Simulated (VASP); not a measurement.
# Ge in VASP: a series of runs, part 2 of 2

VASP 6.6.1.

## 3. Single point, PBE (strain +0.080 along x and y, +0.080 along z)

File INCAR:

```
ALGO = Normal
EDIFF = 1E-6
ENCUT = 500
GGA = PE
GGA_COMPAT = False
ISIF = 2
ISMEAR = 0
LASPH = True
LCHARG = False
LREAL = False
LWAVE = False
NBANDS = 21
NELM = 120
PREC = Accurate
SIGMA = 0.15
```

File KPOINTS:

```
k-points
0
Gamma
  14 14 14
```

File POSCAR:

```
Ge
1.0
    0.0000000000      3.0550716000      3.0550716000
    3.0550716000      0.0000000000      3.0550716000
    3.0550716000      3.0550716000      0.0000000000
Ge
2
Direct
    0.5000000000      0.5000000000      0.5000000000
    0.7500000000      0.7500000000      0.7500000000
```

Potentials or basis: VASP PAW PBE potentials, release 64 (Ge_d).

Started as:

```bash
$ cat potpaw_PBE.64/Ge_d/POTCAR > POTCAR
$ mpirun -np 1 vasp_std > vasp.out
```

OUTCAR:

```text
EDIFF = 1E-6
   ENCUT = 500
   GGA = PE
   ISIF = 2
   ISMEAR = 0
   LASPH = True
   LREAL = False
   NELM = 120
   PREC = Accurate

 ion  position               nearest neighbor table
   1  0.500  0.500  0.500-   2 2.65   2 2.65   2 2.65   2 2.65
   2  0.750  0.750  0.750-   1 2.65   1 2.65   1 2.65   1 2.65

  LATTYP: Found a face centered cubic cell.
 ALAT       =     6.1101432000

  Lattice vectors:

 A1 = (   0.0000000000,   3.0550716000,   3.0550716000)
 A2 = (   3.0550716000,   0.0000000000,   3.0550716000)
 A3 = (   3.0550716000,   3.0550716000,   0.0000000000)

Analysis of symmetry for initial positions (statically):
=====================================================================
 Subroutine PRICEL returns:
 Original cell was already a primitive cell.

 Routine SETGRP: Setting up the symmetry group for a
 face centered cubic supercell.

 Subroutine GETGRP returns: Found 48 space group operations
 (whereof 24 operations were pure point group operations)
 out of a pool of 48 trial point group operations.

The static configuration has the point symmetry T_d .
 The point group associated with its full space group is O_h .

Analysis of symmetry for dynamics (positions and initial velocities):
=====================================================================
 Subroutine PRICEL returns:
 Original cell was already a primitive cell.

 Routine SETGRP: Setting up the symmetry group for a
 face centered cubic supercell.

 Subroutine GETGRP returns: Found 48 space group operations
 (whereof 24 operations were pure point group operations)
 out of a pool of 48 trial point group operations.

The dynamic configuration has the point symmetry T_d .
 The point group associated with its full space group is O_h .

 Subroutine INISYM returns: Found 48 space group operations
[... 104 lines left out ...]
   ISYM   =      2    0-nonsym 1-usesym 2-fastsym
   POTIM  = 0.5000    time-step for ionic-motion
   TEBEG  =    0.0;   TEEND  =   0.0 temperature during run
   PSTRESS=    0.0 pullay stress
   NELECT =      28.0000    total number of electrons
   NUPDOWN=      -1.0000    fix difference up-down
   EMIN   =  10.00;   EMAX   =-10.00  energy-range for DOS
   EFERMI =   0.00;   METHOD = LEGACY
   ISMEAR =     0;   SIGMA  =   0.15  broadening in eV -4-tet -1-fermi 0-gaus
   EFERMI_NEDOS =   21; number of points for ismear=-14 and -15
   IALGO  =     38    algorithm
   IMIX   =      4    mixing-type and parameters
     AMIX     =   0.40;   BMIX     =  1.00
     AMIX_MAG =   1.60;   BMIX_MAG =  1.00
  volume/ion in A,a.u.               =      28.51       192.42
  Fermi-wavevector in a.u.,A,eV,Ry     =   1.291505  2.440591 22.694318  1.667985
  Thomas-Fermi vector in A             =   2.423271
   LORBIT       =      0    0 simple, 1 ext, 2 COOP (PROOUT), +10 PAW based schemes
   GGA     = PE    functional components
   LHFCALC =     F    Hartree Fock is set to
   AEXX    =    0.0000 exact exchange contribution
   IVDW    =     0    specifies the selected vdW correction
   LEPSILON=     F    determine dielectric tensor
   LRPA    =     F    only Hartree local field effects (RPA)
 non-spin polarized calculation
 Gauss-broadening in eV      SIGMA  =   0.15
  energy-cutoff  :      500.00
  volume of cell :       57.03
 maximum number of plane-waves:      1464
   NGX = 15   NGY = 15   NGZ = 15

 number of electron      27.9999991 magnetization

 Free energy of the ion-electron system (eV)
  ---------------------------------------------------
  ext. energy  EPLUGINS =         0.00000000
  ---------------------------------------------------
  free energy    TOTEN  =        -8.80669327 eV

  energy without entropy =       -8.80482838  energy(sigma->0) =       -8.80576083

 E-fermi :   2.8806     XC(G=0):  -8.8795

 val. band max:        2.7461231633   @ k =   0.3571   0.0000   0.0000
 cond. band min:       2.9025287988   @ k =  -0.0714   0.0714   0.0000
 fundamental gap:      0.1564056355
 Fermi energy:         2.8805703465

 k-point     1 :       0.0000    0.0000    0.0000
  band No.  band energies     occupation
      1     -21.6177      2.00000
      2     -21.6177      2.00000
      3     -21.6177      2.00000
      4     -21.5964      2.00000
      5     -21.5964      2.00000
      6     -21.4822      2.00000
[... 565 lines left out ...]
     20      11.4079      0.00000
     21      12.1704      0.00000

 [... further k-points ...]
[... 5 lines left out ...]
  --------------------------------------------------------------------------------------
  -------------------------------------------------------------------------------------
  Total       -2.4437565     -2.4437565     -2.4437565      0.0000000      0.0000000     -0.0000000
  in kB      -68.6553430    -68.6553430    -68.6553430      0.0000000      0.0000000     -0.0000000
  external PRESSURE =     -68.6553430 kB  Pullay stress =       0.0000000 kB

 VOLUME and BASIS-vectors are now :
 -----------------------------------------------------------------------------
  energy-cutoff  :      500.00
  volume of cell :       57.03
      direct lattice vectors                 reciprocal lattice vectors
     0.000000000  3.055071600  3.055071600    -0.163662285  0.163662285  0.163662285
     3.055071600  0.000000000  3.055071600     0.163662285 -0.163662285  0.163662285
     3.055071600  3.055071600  0.000000000     0.163662285  0.163662285 -0.163662285

 POSITION                                       TOTAL-FORCE (eV/Angst)
 -----------------------------------------------------------------------------------
      3.05507      3.05507      3.05507         0.000000      0.000000      0.000000
      4.58261      4.58261      4.58261        -0.000000     -0.000000     -0.000000
 -----------------------------------------------------------------------------------
    total drift:                               -0.000000     -0.000000      0.000000

  FREE ENERGIE OF THE ION-ELECTRON SYSTEM (eV)
  ---------------------------------------------------
  free  energy   TOTEN  =        -8.8066932727 eV

  energy  without entropy=       -8.8048283831  energy(sigma->0) =       -8.80576083
```

OSZICAR:

```text
N       E                     dE             d eps       ncg     rms          rms(c)
DAV:   1     0.199481446344E+03    0.19948E+03   -0.14514E+04  4827   0.326E+03
DAV:   2     0.215556566336E+02   -0.17793E+03   -0.17279E+03  4403   0.627E+02
DAV:   3    -0.772632065750E+01   -0.29282E+02   -0.29113E+02  4993   0.147E+02
DAV:   4    -0.881727375480E+01   -0.10910E+01   -0.10904E+01  4948   0.330E+01
DAV:   5    -0.883705480974E+01   -0.19781E-01   -0.19781E-01  4888   0.505E+00    0.231E+00
DAV:   6    -0.881682906959E+01    0.20226E-01   -0.15888E-02  5885   0.161E+00    0.138E+00
DAV:   7    -0.880517026108E+01    0.11659E-01   -0.25207E-02  5057   0.178E+00    0.131E-01
DAV:   8    -0.880633359191E+01   -0.11633E-02   -0.42291E-03  4843   0.898E-01    0.435E-02
DAV:   9    -0.880664680529E+01   -0.31321E-03   -0.31754E-04  4793   0.170E-01    0.132E-02
DAV:  10    -0.880669014517E+01   -0.43340E-04   -0.65690E-05  4941   0.638E-02    0.566E-03
DAV:  11    -0.880669334555E+01   -0.32004E-05   -0.72268E-06  4763   0.349E-02    0.167E-03
DAV:  12    -0.880669327274E+01    0.72811E-07   -0.35447E-07  3237   0.107E-02
   1 F= -.88066933E+01 E0= -.88057608E+01  d E =-.186489E-02
```

Wall time 30 s (1 thread of Intel Xeon 6975P-C (Granite Rapids), shared host); peak memory 0.22 GiB.

Results:

* Free energy: -8.8067 eV
* Pressure: -6.9 GPa
* Band gap on the k mesh: zero (band 14 reaches 3.00 eV, above the bottom of band 15 at 2.60 eV)

Levels at points of the mesh, in eV from the Fermi level:
```tsv
k point	band 11	band 12	band 13	band 14	band 15	band 16	band 17	band 18
(0.00, 0.00, 0.00)	-11.11	-1.77	0.12	0.12	0.12	2.53	2.53	2.53
(0.50, 0.00, 0.00)	-9.52	-6.66	-0.97	-0.97	-0.28	3.68	3.68	6.98
(0.50, 0.50, 0.00)	-8.04	-8.04	-2.24	-2.24	1.07	1.07	7.83	7.83
```

Caveat: the cell differs from its parent crystal (strain +0.080 along x and y, +0.080 along z).
